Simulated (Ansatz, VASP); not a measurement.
Ag: VASP beside Ansatz

File INCAR:

```
SYSTEM = Ag
  PREC = Accurate
  ENCUT = 400
  EDIFF = 1E-6
  ISMEAR = 1
  SIGMA = 0.1
  LREAL = .FALSE.
  LASPH = .TRUE.
  NELM = 120
  ALGO = Normal
  ISIF = 2
  LWAVE = .FALSE.
  LCHARG = .TRUE.
  LDIPOL = .TRUE.
  IDIPOL = 3
  DIPOL = 0.5 0.5 0.328
  GGA = RE
  IVDW = 12
  LELF = .TRUE.
  LVHAR = .TRUE.
  LVACPOTAV = .TRUE.
  NBANDS = 24
  GGA_COMPAT = .FALSE.
  NELMDL = -8
```

Contents of KPOINTS:

```
regular mesh
0
G
  15 15 1
  0 0 0
```

POSCAR

```
Ag
1.0
    2.8871987174      0.0000000000      0.0000000000
   -1.4435993587      2.5003874350      0.0000000000
    0.0000000000      0.0000000000     28.5708297755
Ag
3
Direct
    0.0000000000      0.0000000000      0.2450051348
    0.6666666667      0.3333333333      0.3280927109
    0.3333333333      0.6666666667      0.4099737713
```

Input for Ansatz:

```yaml
crystal:
  lattice:
    - [2.8871987174, 0.0, 0.0]
    - [-1.4435993587, 2.500387435, 0.0]
    - [0.0, 0.0, 28.5708297755]
  atoms:
    - { symbol: Ag, position: [0.0, 0.0, 0.2450051348] }
    - { symbol: Ag, position: [0.6666666667, 0.3333333333, 0.3280927109] }
    - { symbol: Ag, position: [0.3333333333, 0.6666666667, 0.4099737713] }
basis:
  ecutwfc: 420
kpoints:
  mp_grid: { grid: [15, 15, 1] }
hamiltonian:
  xc: revpbe
  dispersion: d3bj
  pseudopotentials: { kind: paw, azcp: { folder: soft_1 } }
scf:
  occupations: { method: methfessel_paxton, width: 0.1 }
  n_extra_bands: 8
  max_iter: 160
output:
  forces: true
  eigenvalues: true
  write_density: true
  write_potential: true
  elf: true
  volumetric_format: npy
efield:
  axis: 3
  dipole_correction: true
```

Alike in both runs: task single point; functional revPBE; dispersion D3(BJ); k mesh 15 × 15 × 1; occupations methfessel-paxton of order 1, width 0.1 eV; no spin polarisation.

|  | VASP | Ansatz |
| --- | --- | --- |
| version | VASP 6.6.1 | Ansatz 0.2.0 |
| potentials or method | VASP PAW PBE potentials, release 64 (Ag), cutoff 400 eV | scalar-relativistic, plane waves, PAW |
| valence electrons in the cell | 33 | 57 |

```csv
,VASP,Ansatz,Ansatz less VASP
gap on the k mesh at the Fermi level (eV),none,none,-
rms of the force components (eV/Å),0.046,0.047,+0.0008
```

VASP's potentials were made for PBE, not for revPBE. Atom by atom the forces differ by 0.003 eV/Å (rms over components). A gap of «none» marks a metal or a gap that the smearing closes. VASP's potentials hold 33 valence electrons a cell and Ansatz's 57, so a difference there can come from the potentials and not from the codes. Ansatz's warnings: xc potential rough in thin density.
